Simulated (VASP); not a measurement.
# Si8NO14 (a cell with a defect): single point with PBEsol

System: Si8NO14 (a cell with a defect).

```
Si O N
1.0
    -5.65787   -5.26572    0.00000
     4.53813   -5.26572    0.00000
     2.09962    2.27585    6.23316
Si O N
8 14 1
Cartesian
  -0.9931 -6.1622 1.2324
  -2.6675 -5.6221 3.7471
  -3.6108 -7.1837 0.3497
  1.3839 -2.8996 2.8993
  -0.3691 -1.1403 1.7087
  2.4777 -5.4517 3.8401
  1.2383 -6.7108 0.2457
  1.0165 -8.0226 2.8838
  0.1425 -7.5619 1.5788
  -3.5403 -4.2541 3.3147
  -2.1211 -6.5341 0.1819
  2.1762 -3.0810 1.4816
  0.9831 -0.7784 0.8878
  -1.4448 -5.6519 2.6595
  2.0500 -1.6493 3.7154
  -1.9964 -5.4778 5.1744
  -0.1696 -2.5193 2.5642
  1.4013 -4.2717 3.7461
  0.2457 -5.4379 0.4383
  3.6486 -5.2477 2.7291
  1.6866 -6.9023 3.7356
  3.1815 -5.4733 5.2956
  -1.7577 -1.3361 0.7695
```

```
Program             : VASP 6.6.1
Task                : single point
Functional          : PBEsol
Potentials or basis : VASP PAW PBE potentials, release 64 (Si, O, N)
Cutoff              : 520 eV
k mesh              : 2 × 2 × 2
Occupations         : fermi-dirac, width 0.02 eV
Spin                : collinear spin, ferromagnetic start
Starting moments    : [0.0, 0.0, 0.0, 0.0, 0.0, 0.0, 0.0, 0.0, 0.0, 0.0, 0.0, 0.07, 0.0, 0.0, 0.0, 0.0, 0.09, 0.0, 0.0, 0.1, 0.0, 0.0, 0.28] μB
```

| Property | Result |
| --- | --- |
| Largest force | 0.125 eV/Å |
| Net moment | 1.00 μB per cell |
| Site moments | Si +0.00, -0.00, -0.01 (each value once); O -0.00, +0.00, +0.01, +0.02, +0.03, +0.10 (each value once); N +0.52 μB |
| Valence electrons inside the program's atomic spheres | Si 1.62, 1.60, 1.64, 1.66, 1.63, 1.61 (each value once); O 5.14, 5.18, 5.20, 5.17, 5.21, 5.25, 5.15 (each value once); N 3.77 |

Forces on the atoms (eV/Å):
```
Si   0.005  0.031 -0.005
Si  -0.012  0.058  0.008
Si   0.013  0.003 -0.095
Si   0.000 -0.022  0.098
Si  -0.097  0.029 -0.052
Si  -0.014 -0.076  0.057
Si   0.058 -0.087  0.069
Si   0.026 -0.033 -0.037
O    0.004  0.059 -0.102
O    0.039 -0.068 -0.028
O   -0.056  0.007 -0.027
O    0.026 -0.047 -0.001
O   -0.002  0.030 -0.010
O    0.025 -0.012  0.044
O   -0.014 -0.031 -0.026
O    0.002  0.032  0.026
O   -0.051 -0.044  0.045
O   -0.023  0.024  0.030
O    0.005  0.109 -0.053
O    0.027  0.036 -0.003
O    0.017  0.079  0.028
O    0.010 -0.051 -0.009
N    0.011 -0.025  0.044
```

Levels at points of the mesh, in eV from the Fermi level:
Spin up:
| k point | band 57 | band 58 | band 59 | band 60 | band 61 | band 62 | band 63 | band 64 |
| --- | --- | --- | --- | --- | --- | --- | --- | --- |
| (0.00, 0.00, 0.00) | -1.20 | -0.98 | -0.84 | -0.62 | 3.21 | 4.35 | 5.82 | 6.91 |
| (0.50, 0.00, 0.00) | -1.21 | -1.11 | -0.86 | -0.64 | 3.53 | 4.37 | 5.83 | 6.52 |
| (0.00, 0.50, 0.00) | -1.26 | -1.05 | -0.85 | -0.67 | 3.57 | 4.33 | 5.71 | 6.62 |
| (0.50, 0.50, 0.00) | -1.27 | -1.05 | -0.83 | -0.73 | 3.66 | 4.37 | 5.92 | 6.47 |
| (0.00, 0.00, 0.50) | -1.12 | -0.88 | -0.82 | -0.59 | 3.53 | 4.39 | 5.94 | 6.84 |
| (0.50, 0.00, 0.50) | -1.15 | -0.92 | -0.82 | -0.56 | 3.50 | 4.47 | 6.01 | 6.49 |
| (0.00, 0.50, 0.50) | -1.23 | -0.89 | -0.81 | -0.62 | 3.71 | 4.39 | 6.08 | 6.76 |
| (0.50, 0.50, 0.50) | -1.25 | -0.83 | -0.78 | -0.66 | 3.63 | 4.47 | 5.98 | 6.84 |
Spin down:
```csv
k point,band 55,band 56,band 57,band 58,band 59,band 60,band 61,band 62,band 63,band 64
"(0.00, 0.00, 0.00)",-1.48,-1.18,-1.07,-0.67,-0.48,0.48,3.23,4.35,5.85,6.92
"(0.50, 0.00, 0.00)",-1.53,-1.23,-1.10,-0.75,-0.51,0.49,3.55,4.36,5.89,6.54
"(0.00, 0.50, 0.00)",-1.36,-1.23,-1.10,-0.74,-0.52,0.48,3.59,4.34,5.74,6.67
"(0.50, 0.50, 0.00)",-1.36,-1.23,-1.17,-0.76,-0.51,0.48,3.67,4.37,5.98,6.48
"(0.00, 0.00, 0.50)",-1.38,-1.21,-0.94,-0.65,-0.51,0.49,3.55,4.38,6.00,6.86
"(0.50, 0.00, 0.50)",-1.40,-1.22,-0.96,-0.65,-0.51,0.50,3.51,4.47,6.04,6.55
"(0.00, 0.50, 0.50)",-1.30,-1.23,-1.12,-0.63,-0.54,0.49,3.72,4.39,6.13,6.79
"(0.50, 0.50, 0.50)",-1.31,-1.20,-1.09,-0.65,-0.51,0.49,3.64,4.47,6.02,6.85
```

It took 12 min on 1 thread of Oxide Virtual Turin-like Processor, with other jobs on the host, peak memory 0.68 GiB.

Caveat: the k points lie up to 0.50 Å⁻¹ apart; the cell carries a net charge on a neutralising background, which shifts energy and pressure; the cell is charged against a uniform background, so pressure and absolute levels hang on convention; the PAW data sets were made with another functional, which shifts forces and pressure a little.
